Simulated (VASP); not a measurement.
Fe2O3 (Hematite): single point with PBE+U

Fe2O3 (Hematite):

```
Fe O
1.0
     2.55233    1.47359    4.64692
    -2.55233    1.47359    4.64692
     0.00000   -2.94718    4.64692
Fe O
4 6
Direct
  0.35532 0.35532 0.35532
  0.14468 0.14468 0.14468
  0.64468 0.64468 0.64468
  0.85532 0.85532 0.85532
  0.55571 0.94429 0.25000
  0.25000 0.55571 0.94429
  0.94429 0.25000 0.55571
  0.44429 0.05571 0.75000
  0.75000 0.44429 0.05571
  0.05571 0.75000 0.44429
```

```yaml
Program: VASP 6.6.1
Task: single point
Functional: PBE
Potentials_or_basis: VASP PAW PBE potentials, release 64 (Fe, O)
Cutoff: 520 eV
k_mesh: 4 × 4 × 4
Occupations: gaussian, width 0.05 eV
Spin: collinear spin, antiferromagnetic start
Starting_moments: "[4.19, -4.19, 4.19, -4.19, 0.0, 0.0, 0.0, 0.0, 0.0, 0.0] μB"
Hubbard_terms: Fe d U = 4.0 eV
Dipole_correction: no
Further_INCAR_settings: ALGO = Normal; EDIFF = 1e-06; NBANDS = 49
```

| Property | Result |
| --- | --- |
| Pressure | -3.5 GPa |
| Largest force | 0.129 eV/Å |
| Band gap on the k mesh | 2.18 eV, indirect (least direct gap 2.23 eV) |
| Net moment | 0.00 μB per cell |
| Site moments | Fe +4.16, -4.16; O +0.00 μB |
| Valence electrons inside the program's atomic spheres | Fe 6.69; O 5.02 |

Forces in eV/Å, atoms in the order of the input:
```
Fe   0.000  0.000 -0.129
Fe   0.000  0.000  0.129
Fe   0.000  0.000  0.129
Fe   0.000  0.000 -0.129
O    0.011  0.000  0.000
O   -0.006  0.010  0.000
O   -0.006 -0.010  0.000
O   -0.011  0.000  0.000
O    0.006 -0.010  0.000
O    0.006  0.010  0.000
```

Stress tensor (GPa, compression positive):
```
-3.62  0.00  0.00
 0.00 -3.62  0.00
 0.00  0.00 -3.20
```

Levels at points of the mesh, in eV from the valence-band top:
Spin up:
| k point | band 30 | band 31 | band 32 | band 33 | band 34 | band 35 | band 36 | band 37 | band 38 | band 39 |
| --- | --- | --- | --- | --- | --- | --- | --- | --- | --- | --- |
| (0.00, 0.00, 0.00) | -0.60 | -0.35 | -0.35 | -0.27 | -0.27 | 2.40 | 2.59 | 2.59 | 2.74 | 2.78 |
| (0.50, 0.00, 0.00) | -0.84 | -0.77 | -0.70 | -0.33 | -0.14 | 2.23 | 2.29 | 2.56 | 2.61 | 2.81 |
| (0.50, 0.50, 0.00) | -1.32 | -0.87 | -0.87 | -0.47 | -0.26 | 2.18 | 2.42 | 2.58 | 2.67 | 2.80 |
| (0.50, 0.50, 0.50) | -1.84 | -0.62 | -0.62 | -0.16 | -0.16 | 2.48 | 2.48 | 2.53 | 2.55 | 2.83 |
Spin down:
```
           k point  band 30  band 31  band 32  band 33  band 34  band 35  band 36  band 37  band 38  band 39
(0.00, 0.00, 0.00)    -0.60    -0.35    -0.35    -0.27    -0.27     2.40     2.59     2.59     2.74     2.78
(0.50, 0.00, 0.00)    -0.84    -0.77    -0.70    -0.33    -0.14     2.23     2.29     2.56     2.61     2.81
(0.50, 0.50, 0.00)    -1.32    -0.87    -0.87    -0.47    -0.26     2.18     2.42     2.58     2.67     2.80
(0.50, 0.50, 0.50)    -1.84    -0.62    -0.62    -0.16    -0.16     2.48     2.48     2.53     2.55     2.83
```

Eigenvalues of the final occupation matrices:
```
    site  spin  trace               eigenvalues
site 1 d     1   4.99  0.98 0.98 0.98 1.03 1.03
site 1 d     2   0.85  0.09 0.09 0.09 0.29 0.29
site 2 d     1   0.85  0.09 0.09 0.09 0.29 0.29
site 2 d     2   4.99  0.98 0.98 0.98 1.03 1.03
site 3 d     1   4.99  0.98 0.98 0.98 1.03 1.03
site 3 d     2   0.85  0.09 0.09 0.09 0.29 0.29
site 4 d     1   0.85  0.09 0.09 0.09 0.29 0.29
site 4 d     2   4.99  0.98 0.98 0.98 1.03 1.03
```

Wall time 110 s on 1 thread of AMD EPYC 9R45 96-Core Processor (Zen 5), on a shared host, peak memory 0.33 GiB.

A k mesh can miss the band edges. The state reached can hang on the start; a lower one may exist.
